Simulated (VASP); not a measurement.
# Sn3Cl5 (Pm-3m) in VASP: a series of runs

Runs on Sn3Cl5. Level: PBE. Tasks: single point, relaxation of cell and atoms.

All numbers are computed with VASP 6.6.1; they aren't measurements. Logs are shortened: lines on timing, memory, paths and dates and some standing lists are left out, and cuts for length are marked.

## Step 1: The cell of the first run

It takes space group Pm-3m (No. 221, cubic). Conventional cell: a = 6.107 Å, b = 6.107 Å, c = 6.107 Å, α = 90.00°, β = 90.00°, γ = 90.00°. Sn (site symmetry 4/mmm) has 6 Cl at 3.05 Å within 4.0 Å. Cl (site symmetry 4/mmm) has 4 Sn at 3.05 Å and 2 Cl at 3.05 Å within 4.0 Å. Cl (site symmetry m-3m) has 6 Cl at 3.05 Å within 4.0 Å. Within 4.0 Å of Cl (site symmetry m-3m) lie 6 Sn at 3.05 Å.

The cell was generated, and may not be a known phase.

## Step 2: Single point, PBE

Input file INCAR:

```
PREC = Accurate
ENCUT = 520
EDIFF = 1E-6
ISMEAR = 0
SIGMA = 0.1
LREAL = F
LASPH = T
NELM = 60
ALGO = Fast
ISIF = 2
LWAVE = F
LCHARG = T
GGA = PE
LELF = T
LVHAR = T
NBANDS = 48
```

Input file KPOINTS:

```
regular mesh
0
Gamma
  4 4 4
```

Input file POSCAR:

```
Sn3Cl5
1.0
    6.1067762618      0.0000000000      0.0000000000
    0.0000000000      6.1067762618      0.0000000000
    0.0000000000      0.0000000000      6.1067762618
Sn Cl
3 5
Direct
    0.0000000000      0.5000000000      0.5000000000
    0.5000000000      0.0000000000      0.5000000000
    0.5000000000      0.5000000000      0.0000000000
    0.5000000000      0.0000000000      0.0000000000
    0.0000000000      0.5000000000      0.0000000000
    0.0000000000      0.0000000000      0.5000000000
    0.0000000000      0.0000000000      0.0000000000
    0.5000000000      0.5000000000      0.5000000000
```

Potentials or basis: VASP PAW PBE potentials, release 64 (Sn_d, Cl).

The run is started by

```bash
cat potpaw_PBE.64/Sn_d/POTCAR potpaw_PBE.64/Cl/POTCAR > POTCAR
mpirun -np 1 vasp_std > vasp.out
```

OUTCAR:

```text
PREC = Accurate
   ENCUT = 520
   EDIFF = 1E-6
   ISMEAR = 0
   LREAL = F
   LASPH = T
   NELM = 60
   ISIF = 2
   GGA = PE

 ion  position               nearest neighbor table
   1  0.000  0.500  0.500-   5 3.05   6 3.05   8 3.05   5 3.05   6 3.05   8 3.05
   2  0.500  0.000  0.500-   4 3.05   6 3.05   8 3.05   4 3.05   8 3.05   6 3.05
   3  0.500  0.500  0.000-   4 3.05   5 3.05   8 3.05   8 3.05   4 3.05   5 3.05
   4  0.500  0.000  0.000-   2 3.05   3 3.05   2 3.05   3 3.05
   5  0.000  0.500  0.000-   1 3.05   3 3.05   1 3.05   3 3.05
   6  0.000  0.000  0.500-   1 3.05   2 3.05   1 3.05   2 3.05
   7  0.000  0.000  0.000-
   8  0.500  0.500  0.500-   1 3.05   2 3.05   3 3.05   3 3.05   2 3.05   1 3.05

  LATTYP: Found a simple cubic cell.
 ALAT       =     6.1067762618

  Lattice vectors:

 A1 = (   6.1067762618,   0.0000000000,   0.0000000000)
 A2 = (   0.0000000000,   6.1067762618,   0.0000000000)
 A3 = (   0.0000000000,   0.0000000000,   6.1067762618)

Analysis of symmetry for initial positions (statically):
=====================================================================
 Subroutine PRICEL returns:
 Original cell was already a primitive cell.

 Routine SETGRP: Setting up the symmetry group for a
 simple cubic supercell.

 Subroutine GETGRP returns: Found 48 space group operations
 (whereof 48 operations were pure point group operations)
 out of a pool of 48 trial point group operations.

The static configuration has the point symmetry O_h .

Analysis of symmetry for dynamics (positions and initial velocities):
=====================================================================
 Subroutine PRICEL returns:
 Original cell was already a primitive cell.

 Routine SETGRP: Setting up the symmetry group for a
 simple cubic supercell.

 Subroutine GETGRP returns: Found 48 space group operations
 (whereof 48 operations were pure point group operations)
 out of a pool of 48 trial point group operations.

The dynamic configuration has the point symmetry O_h .

 Subroutine INISYM returns: Found 48 space group operations
 (whereof 48 operations are pure point group operations),
 and found     1 'primitive' translations

----------------------------------------------------------------------------------------

                                     Primitive cell

  volume of cell :     227.7383

  direct lattice vectors                    reciprocal lattice vectors
     6.106776262  0.000000000  0.000000000     0.163752520  0.000000000  0.000000000
     0.000000000  6.106776262  0.000000000     0.000000000  0.163752520  0.000000000
     0.000000000  0.000000000  6.106776262     0.000000000  0.000000000  0.163752520

  length of vectors
     6.106776262  6.106776262  6.106776262     0.163752520  0.163752520  0.163752520

  position of ions in fractional coordinates (direct lattice)
     0.000000000  0.500000000  0.500000000
     0.500000000  0.000000000  0.500000000
     0.500000000  0.500000000  0.000000000
     0.500000000  0.000000000  0.000000000
     0.000000000  0.500000000  0.000000000
     0.000000000  0.000000000  0.500000000
     0.000000000  0.000000000  0.000000000
     0.500000000  0.500000000  0.500000000

  ion indices of the primitive-cell ions
   primitive index   ion index
                 1           1
                 2           2
                 3           3
                 4           4
                 5           5
                 6           6
                 7           7
                 8           8

----------------------------------------------------------------------------------------

 KPOINTS: regular mesh

Automatic generation of k-mesh.
 Grid dimensions read from file:
 generate k-points for:    4    4    4

 Generating k-lattice:

  Cartesian coordinates                     Fractional coordinates (reciprocal lattice)
     0.040938130  0.000000000  0.000000000     0.250000000  0.000000000  0.000000000
     0.000000000  0.040938130  0.000000000     0.000000000  0.250000000  0.000000000
     0.000000000  0.000000000  0.040938130     0.000000000  0.000000000  0.250000000

  Length of vectors
     0.040938130  0.040938130  0.040938130

  Shift w.r.t. Gamma in fractional coordinates (k-lattice)
     0.000000000  0.000000000  0.000000000

 Subroutine IBZKPT returns following result:
 ===========================================

 Found     10 irreducible k-points:

 Following reciprocal coordinates:
            Coordinates               Weight
  0.000000  0.000000  0.000000      1.000000
  0.250000  0.000000  0.000000      6.000000
  0.500000  0.000000  0.000000      3.000000
  0.250000  0.250000  0.000000     12.000000
  0.500000  0.250000  0.000000     12.000000
  0.500000  0.500000  0.000000      3.000000
  0.250000  0.250000  0.250000      8.000000
  0.500000  0.250000  0.250000     12.000000
  0.500000  0.500000  0.250000      6.000000
  0.500000  0.500000  0.500000      1.000000
[... 29 lines left out ...]
   NELECT =      77.0000    total number of electrons
   NUPDOWN=      -1.0000    fix difference up-down
   EMIN   =  10.00;   EMAX   =-10.00  energy-range for DOS
   EFERMI =   0.00;   METHOD = LEGACY
   ISMEAR =     0;   SIGMA  =   0.10  broadening in eV -4-tet -1-fermi 0-gaus
   EFERMI_NEDOS =   21; number of points for ismear=-14 and -15
   IALGO  =     68    algorithm
   IMIX   =      4    mixing-type and parameters
     AMIX     =   0.40;   BMIX     =  1.00
     AMIX_MAG =   1.60;   BMIX_MAG =  1.00
  volume/ion in A,a.u.               =      28.47       192.11
  Fermi-wavevector in a.u.,A,eV,Ry     =   1.140494  2.155221 17.697464  1.300727
  Thomas-Fermi vector in A             =   2.277196
   LORBIT       =      0    0 simple, 1 ext, 2 COOP (PROOUT), +10 PAW based schemes
   GGA     = PE    functional components
   LHFCALC =     F    Hartree Fock is set to
   AEXX    =    0.0000 exact exchange contribution
   IVDW    =     0    specifies the selected vdW correction
   LEPSILON=     F    determine dielectric tensor
   LRPA    =     F    only Hartree local field effects (RPA)
 non-spin polarized calculation
 RMM-DIIS sequential band-by-band and
 Gauss-broadening in eV      SIGMA  =   0.10
  energy-cutoff  :      520.00
  volume of cell :      227.74
 maximum number of plane-waves:      6158
 NGX is ok and might be reduce to    48
   NGX = 23   NGY = 23   NGZ = 23

 number of electron      77.0000058 magnetization

 Free energy of the ion-electron system (eV)
  ---------------------------------------------------
  ext. energy  EPLUGINS =         0.00000000
  ---------------------------------------------------
  free energy    TOTEN  =       -23.31085201 eV

  energy without entropy =      -23.27029368  energy(sigma->0) =      -23.29057284

 E-fermi :   4.3651     XC(G=0):  -8.7769

 val. band max:        4.3321601342   @ k =   0.5000   0.2500   0.0000
 cond. band min:       4.5533127974   @ k =   0.5000   0.5000   0.2500
 fundamental gap:      0.2211526633
 Fermi energy:         4.3651181278

 k-point     1 :       0.0000    0.0000    0.0000
  band No.  band energies     occupation
      1     -18.4795      2.00000
      2     -18.4795      2.00000
      3     -18.4749      2.00000
      4     -18.4706      2.00000
      5     -18.4706      2.00000
      6     -18.4706      2.00000
[... 40 lines left out ...]
     47       7.8801      0.00000
     48       7.9006      0.00000

 k-point     2 :       0.2500    0.0000    0.0000
  band No.  band energies     occupation
      1     -18.4789      2.00000
      2     -18.4773      2.00000
      3     -18.4711      2.00000
      4     -18.4701      2.00000
      5     -18.4699      2.00000
      6     -18.4699      2.00000
[... 40 lines left out ...]
     47       7.1648      0.00000
     48       8.0653      0.00000

 k-point     3 :       0.5000    0.0000    0.0000
  band No.  band energies     occupation
      1     -18.4782      2.00000
      2     -18.4742      2.00000
      3     -18.4695      2.00000
      4     -18.4695      2.00000
      5     -18.4693      2.00000
      6     -18.4685      2.00000
[... 346 lines left out ...]
     47       5.9447      0.00000
     48      10.9597      0.00000

 k-point    10 :       0.5000    0.5000    0.5000
  band No.  band energies     occupation
      1     -18.4735      2.00000
      2     -18.4735      2.00000
      3     -18.4735      2.00000
      4     -18.4722      2.00000
      5     -18.4681      2.00000
      6     -18.4681      2.00000
[... 40 lines left out ...]
     47       5.3519      0.00000
     48      11.4095      0.00000

------------------------ aborting loop because EDIFF is reached ----------------------------------------

  FORCE on cell =-STRESS in cart. coord.  units (eV):
  Direction    XX          YY          ZZ          XY          YZ          ZX
  --------------------------------------------------------------------------------------
  -------------------------------------------------------------------------------------
  Total        0.1583986      0.1583986      0.1583986      0.0000000      0.0000000     -0.0000000
  in kB        1.1143609      1.1143609      1.1143609      0.0000000      0.0000000     -0.0000000
  external PRESSURE =       1.1143609 kB  Pullay stress =       0.0000000 kB

 VOLUME and BASIS-vectors are now :
 -----------------------------------------------------------------------------
  energy-cutoff  :      520.00
  volume of cell :      227.74
      direct lattice vectors                 reciprocal lattice vectors
     6.106776262  0.000000000  0.000000000     0.163752520  0.000000000  0.000000000
     0.000000000  6.106776262  0.000000000     0.000000000  0.163752520  0.000000000
     0.000000000  0.000000000  6.106776262     0.000000000  0.000000000  0.163752520

 POSITION                                       TOTAL-FORCE (eV/Angst)
 -----------------------------------------------------------------------------------
      0.00000      3.05339      3.05339         0.000000      0.000000      0.000000
      3.05339      0.00000      3.05339         0.000000      0.000000      0.000000
      3.05339      3.05339      0.00000         0.000000      0.000000      0.000000
      3.05339      0.00000      0.00000         0.000000      0.000000      0.000000
      0.00000      3.05339      0.00000         0.000000      0.000000      0.000000
      0.00000      0.00000      3.05339         0.000000      0.000000      0.000000
      0.00000      0.00000      0.00000         0.000000      0.000000      0.000000
      3.05339      3.05339      3.05339         0.000000      0.000000      0.000000
 -----------------------------------------------------------------------------------
    total drift:                                0.000000      0.000000     -0.000000

  FREE ENERGIE OF THE ION-ELECTRON SYSTEM (eV)
  ---------------------------------------------------
  free  energy   TOTEN  =       -23.3108520053 eV

  energy  without entropy=      -23.2702936836  energy(sigma->0) =      -23.29057284
```

Wall time 4.2 min (1 thread of Oxide Virtual Turin-like, shared host); peak memory 0.33 GiB.

What came out:

| Property | Result |
| --- | --- |
| Free energy | -23.3109 eV |
| Pressure | 0.1 GPa |
| Band gap on the k mesh | zero (an odd number of electrons rules out a gap without spin polarisation) |

Levels at points of the mesh, in eV from the Fermi level:
```csv
k point,band 36,band 37,band 38,band 39,band 40,band 41
"(0.00, 0.00, 0.00)",-0.04,-0.04,-0.04,2.25,2.26,2.26
"(0.50, 0.00, 0.00)",-1.23,-0.06,-0.06,0.27,0.55,0.72
"(0.50, 0.50, 0.00)",-1.35,-1.35,-0.56,-0.24,-0.07,0.47
"(0.50, 0.50, 0.50)",-1.54,-1.54,-1.54,-1.33,-0.32,-0.32
```

Caveat: spin-orbit coupling is left out, which moves the levels of the heavy elements; an odd number of electrons without spin polarisation forces a metal; a magnetic or distorted state may lie lower.

## Step 3: Single point, PBE

This run uses another cell than the first one, of 32.66 Å³/atom.

Input file INCAR:

```
SYSTEM = Sn3Cl5
ALGO = Fast
EDIFF = 1E-7
ENCUT = 520
GGA = PE
ISIF = 2
ISMEAR = 0
LASPH = .True.
LCHARG = .False.
LREAL = .False.
LWAVE = .False.
NBANDS = 48
NELM = 80
PREC = Accurate
SIGMA = 0.1
```

Input file KPOINTS:

```
k-points
0
Gamma
  4 4 4
  0 0 0
```

Edit POSCAR of step 2 so:

```diff
@@ -2,5 +2,5 @@
 1.0
-    6.1067762618      0.0000000000      0.0000000000
-    0.0000000000      6.1067762618      0.0000000000
-    0.0000000000      0.0000000000      6.1067762618
+    6.3926382800      0.0000000000      0.0000000000
+    0.0000000000      6.3926382800      0.0000000000
+    0.0000000000      0.0000000000      6.3926382800
 Sn Cl
```

Potentials or basis: VASP PAW PBE potentials, release 64 (Sn_d, Cl).

The run is started by

```bash
cat potpaw_PBE.64/Sn_d/POTCAR potpaw_PBE.64/Cl/POTCAR > POTCAR
mpirun -np 1 vasp_std > vasp.out
```

It took 6.4 min on 1 thread of Oxide Virtual Turin-like, shared host; peak memory 0.34 GiB.

Results (log left out):

```
Free energy            : -22.9471 eV
Pressure               : -3.2 GPa
Band gap on the k mesh : zero (an odd number of electrons rules out a gap without spin polarisation)
```

Levels at points of the mesh, in eV from the Fermi level:
```tsv
k point	band 34	band 35	band 36	band 37	band 38	band 39	band 40	band 41	band 42	band 43
(0.00, 0.00, 0.00)	-3.19	-3.19	-0.04	-0.04	-0.04	1.81	1.81	1.81	2.38	2.38
(0.50, 0.00, 0.00)	-2.93	-2.87	-0.94	-0.06	-0.06	0.22	0.47	0.62	1.65	1.65
(0.50, 0.50, 0.00)	-2.71	-2.60	-1.04	-1.04	-0.49	-0.19	-0.07	0.44	0.44	0.73
(0.50, 0.50, 0.50)	-2.36	-2.36	-1.20	-1.20	-1.20	-1.15	-0.20	-0.20	-0.20	0.56
```

Caveat: the cell stands under tension; spin-orbit coupling is left out, which moves the levels of the heavy elements; an odd number of electrons without spin polarisation forces a metal; a magnetic or distorted state may lie lower.

## Step 4: Single point, PBE

This run uses another cell than the first one, of 28.67 Å³/atom.

Input file INCAR:

```
PREC = Accurate ; ENCUT = 520
EDIFF = 1E-7 ; ISMEAR = 0
SIGMA = 0.1 ; LREAL = F
LASPH = T ; NELM = 80
ALGO = Fast ; ISIF = 2
LWAVE = F ; LCHARG = F
GGA = PE ; NBANDS = 48
```

Input file KPOINTS:

```
Automatic mesh
0
Gamma
  6 6 6
```

Edit POSCAR of step 3 so:

```diff
@@ -2,5 +2,5 @@
 1.0
-    6.3926382800      0.0000000000      0.0000000000
-    0.0000000000      6.3926382800      0.0000000000
-    0.0000000000      0.0000000000      6.3926382800
+    6.1215722445      0.0000000000      0.0000000000
+    0.0000000000      6.1215722445      0.0000000000
+    0.0000000000      0.0000000000      6.1215722445
 Sn Cl
```

The run is started by

```bash
cat potpaw_PBE.64/Sn_d/POTCAR potpaw_PBE.64/Cl/POTCAR > POTCAR
mpirun -np 1 vasp_std > vasp.out
```

It took 6.5 min on 1 thread of Oxide Virtual Turin-like, shared host; peak memory 0.37 GiB.

Results (log left out):

| Item | Value |
| --- | --- |
| Free energy | -23.2545 eV |
| Pressure | -0.1 GPa |
| Band gap on the k mesh | zero (an odd number of electrons rules out a gap without spin polarisation) |

Levels at points of the mesh, in eV from the Fermi level:
| k point | band 34 | band 35 | band 36 | band 37 | band 38 | band 39 | band 40 | band 41 | band 42 | band 43 |
| --- | --- | --- | --- | --- | --- | --- | --- | --- | --- | --- |
| (0.00, 0.00, 0.00) | -3.71 | -3.71 | -0.03 | -0.03 | -0.03 | 2.21 | 2.21 | 2.21 | 2.85 | 2.85 |
| (0.50, 0.00, 0.00) | -3.31 | -3.11 | -1.19 | -0.04 | -0.04 | 0.25 | 0.53 | 0.69 | 1.94 | 1.94 |
| (0.50, 0.50, 0.00) | -2.89 | -2.61 | -1.31 | -1.31 | -0.58 | -0.26 | -0.06 | 0.46 | 0.46 | 0.75 |
| (0.50, 0.50, 0.50) | -2.20 | -2.20 | -1.51 | -1.51 | -1.51 | -1.35 | -0.32 | -0.32 | -0.32 | 0.53 |

Caveat: spin-orbit coupling is left out, which moves the levels of the heavy elements; an odd number of electrons without spin polarisation forces a metal; a magnetic or distorted state may lie lower.

## Step 5: Relaxation of cell and atoms, PBE

This run uses another cell than the first one, of 32.66 Å³/atom.

Input file INCAR:

```
SYSTEM = Sn3Cl5
PREC = Accurate
ENCUT = 600
EDIFF = 1E-6
ISMEAR = 0
SIGMA = 0.1
LREAL = .FALSE.
LASPH = .TRUE.
NELM = 100
ALGO = Fast
ISIF = 3
LWAVE = .FALSE.
LCHARG = .FALSE.
GGA = PE
IBRION = 2
NSW = 90
EDIFFG = -0.04
```

Input file KPOINTS:

```
Automatic mesh
0
G
  4 4 4
  0 0 0
```

Edit POSCAR of step 4 so:

```diff
@@ -2,5 +2,5 @@
 1.0
-    6.1215722445      0.0000000000      0.0000000000
-    0.0000000000      6.1215722445      0.0000000000
-    0.0000000000      0.0000000000      6.1215722445
+    6.3926382800      0.0000000000      0.0000000000
+    0.0000000000      6.3926382800      0.0000000000
+    0.0000000000      0.0000000000      6.3926382800
 Sn Cl
```

The run is started by

```bash
cat potpaw_PBE.64/Sn_d/POTCAR potpaw_PBE.64/Cl/POTCAR > POTCAR
mpirun -np 1 vasp_std > vasp.out
```

Run time: 22 min. Hardware: 1 thread of Oxide Virtual Turin-like, shared host; peak memory 0.46 GiB.

The run converged. Its results:

```yaml
Free_energy: -23.3130 eV
Relaxed_volume: 28.71 Å³/atom
Relaxed_cell: a = 6.124 Å, b = 6.124 Å, c = 6.124 Å, α = 90.00°, β = 90.00°, γ = 90.00°
Space_group_after_relaxing_to_0.1_Å: Pm-3m (No. 221)
Energy_gained_by_relaxing: 45.7 meV/atom
Ionic_steps: 3
Pressure_after_relaxing: -0.1 GPa
Band_gap_on_the_k_mesh: zero (an odd number of electrons rules out a gap without spin polarisation)
```

Step by step:
| step | energy change (eV) | largest force (eV/Å) | pressure (GPa) | volume (Å³) |
| --- | --- | --- | --- | --- |
| 1 | 0.0000 | 0.0000 | -3.21 | 261.24 |
| 2 | -0.3361 | 0.0000 | -1.08 | 237.31 |
| 3 | -0.3653 | 0.0000 | -0.09 | 229.67 |

Final structure:
```cif
data_structure
_symmetry_space_group_name_H-M 'P 1'
_symmetry_Int_Tables_number 1
_cell_length_a 6.1240
_cell_length_b 6.1240
_cell_length_c 6.1240
_cell_angle_alpha 90.000
_cell_angle_beta 90.000
_cell_angle_gamma 90.000
_cell_volume 229.67
loop_
_atom_site_label
_atom_site_type_symbol
_atom_site_fract_x
_atom_site_fract_y
_atom_site_fract_z
_atom_site_occupancy
Sn1 Sn 0.00000 0.50000 0.50000 1
Sn2 Sn 0.50000 0.00000 0.50000 1
Sn3 Sn 0.50000 0.50000 0.00000 1
Cl1 Cl 0.50000 0.00000 0.00000 1
Cl2 Cl 0.00000 0.50000 0.00000 1
Cl3 Cl 0.00000 0.00000 0.50000 1
Cl4 Cl 0.00000 0.00000 0.00000 1
Cl5 Cl 0.50000 0.50000 0.50000 1
```

Levels at points of the mesh, in eV from the Fermi level:
```tsv
k point	band 34	band 35	band 36	band 37	band 38	band 39	band 40	band 41	band 42	band 43
(0.00, 0.00, 0.00)	-3.70	-3.70	-0.04	-0.04	-0.04	2.23	2.23	2.23	2.86	2.86
(0.50, 0.00, 0.00)	-3.30	-3.10	-1.21	-0.06	-0.06	0.27	0.55	0.71	1.96	1.96
(0.50, 0.50, 0.00)	-2.87	-2.59	-1.33	-1.33	-0.56	-0.24	-0.07	0.47	0.47	0.78
(0.50, 0.50, 0.50)	-2.18	-2.18	-1.52	-1.52	-1.52	-1.32	-0.31	-0.31	-0.31	0.55
```

Caveat: spin-orbit coupling is left out, which moves the levels of the heavy elements; an odd number of electrons without spin polarisation forces a metal; a magnetic or distorted state may lie lower.

## Step 6: The runs side by side

| task | cell | k mesh | cutoff (eV) | gap on the mesh (eV) | pressure (GPa) |
| --- | --- | --- | --- | --- | --- |
| single point | a = 6.107 Å, 8 atoms | 4 × 4 × 4 | 520 | none | 0.1 |
| single point | a = 6.393 Å, 8 atoms | 4 × 4 × 4 | 520 | none | -3.2 |
| single point | a = 6.122 Å, 8 atoms | 6 × 6 × 6 | 520 | none | -0.1 |
| relaxation of cell and atoms | relaxed from a = 6.393 Å, 8 atoms | 4 × 4 × 4 | 600 | none | -0.1 |

Alike in all rows: level PBE; potentials or basis VASP PAW PBE potentials, release 64 (Sn_d, Cl); no spin polarisation; smearing gaussian 0.1 eV.

Caveats: spin-orbit coupling is left out, which moves the levels of the heavy elements; an odd number of electrons without spin polarisation forces a metal; a magnetic or distorted state may lie lower; the cell stands under tension (at least some runs).

Absolute energies hang on the potentials; compare differences alone.

The gap in the log of VASP goes by the Fermi energy; the results here count the filled bands.